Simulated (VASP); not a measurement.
## BaTiO3 (Barioperovskite): single point with PBE

Crystal: BaTiO3 (Barioperovskite).

```xyz
5
Lattice="3.9634 0.0000 0.0000 0.0000 2.8577 2.8742 0.0000 -2.8577 2.8742" Properties=species:S:1:pos:R:3 pbc="T T T"
Ba    0.0000    0.0000    0.0484
Ti    1.9817    0.0000    3.0119
O     0.0000    0.0000    2.8190
O     1.9817   -1.3894    4.2369
O     1.9817    1.3894    4.2369
```

```json
{
  "Program": "VASP 6.6.1",
  "Task": "single point",
  "Functional": "PBE",
  "Potentials or basis": "VASP PAW PBE potentials, release 64 (Ba_sv, Ti_sv, O)",
  "Cutoff": "520 eV",
  "k mesh": "6 × 6 × 6",
  "Occupations": "fermi-dirac, width 0.02 eV",
  "Spin": "no spin polarisation",
  "Dipole correction": "no",
  "Further INCAR settings": "ALGO = Normal; EDIFF = 1e-06; NBANDS = 28"
}
```

The pressure is 4.9 GPa. The largest force is 0.155 eV/Å and the band gap on the k mesh is 2.25 eV, indirect (least direct gap 2.70 eV).

Forces in eV/Å, atoms in the order of the input:
```
Ba   0.000  0.000 -0.021
Ti   0.000  0.000 -0.134
O    0.000  0.000 -0.034
O    0.000 -0.123  0.094
O    0.000  0.123  0.094
```

Stress tensor (GPa, compression positive):
```
4.81 0.00 0.00
0.00 5.03 0.00
0.00 0.00 4.84
```

Levels at points of the mesh, in eV from the valence-band top:
```
           k point  band 18  band 19  band 20  band 21  band 22  band 23
(0.00, 0.00, 0.00)    -0.58    -0.54    -0.46     2.25     2.48     2.55
(0.50, 0.00, 0.00)    -1.54    -1.23    -1.09     2.65     3.67     3.87
(0.00, 0.50, 0.00)    -1.69    -0.98    -0.80     2.47     3.73     3.75
(0.50, 0.50, 0.00)    -0.96    -0.93    -0.08     3.78     3.80     4.13
(0.00, 0.50, 0.50)    -0.94    -0.86    -0.29     3.73     3.78     4.04
(0.50, 0.50, 0.50)    -0.21    -0.02     0.00     4.25     4.29     4.42
```

Wall time 58 s on 1 thread of AMD EPYC 9R45 96-Core Processor (Zen 5) (shared host), peak memory 0.21 GiB.

Caveat: spin-orbit coupling is left out, which moves the levels of the heavy elements. A k mesh can miss the band edges.
